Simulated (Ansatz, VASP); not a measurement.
**MgI2 in VASP and in Ansatz**

```xyz
3
Lattice="4.1314 0.0000 0.0000 -2.0657 3.5779 0.0000 0.0000 0.0000 30.6000" Properties=species:S:1:pos:R:3 pbc="T T T"
I     0.0000    2.3853    7.0180
I     2.0657    1.1926   10.3820
Mg    0.0000    0.0000    8.7000
```

Alike in both runs: functional PBE; dispersion D3(BJ); k mesh 12 × 12 × 1; occupations gaussian, width 0.03 eV; no spin polarisation.

Ansatz relaxed the structure, and its values are those at the end. VASP's run is a single point on that final structure, the one shown.

|  | VASP | Ansatz |
| --- | --- | --- |
| version | VASP 6.6.1 | Ansatz 0.2.0 |
| potentials or method | VASP PAW PBE potentials, release 64 (I, Mg), cutoff 520 eV | scalar-relativistic, plane waves, PAW |
| valence electrons in the cell | 16 | 44 |

```csv
,VASP,Ansatz,Ansatz less VASP
gap on the k mesh at the Fermi level (eV),3.62,3.64,+0.016
least direct gap on the mesh (eV),4.07,4.09,+0.012
rms of the force components (eV/Å),0.005,0.000,-0.0047
```

VASP's potentials hold 16 valence electrons a cell and Ansatz's 44, so a difference there can come from the potentials and not from the codes. Ansatz's warnings: slab cell height set, structure snapped to symmetry.

Neither program's run includes spin-orbit coupling.
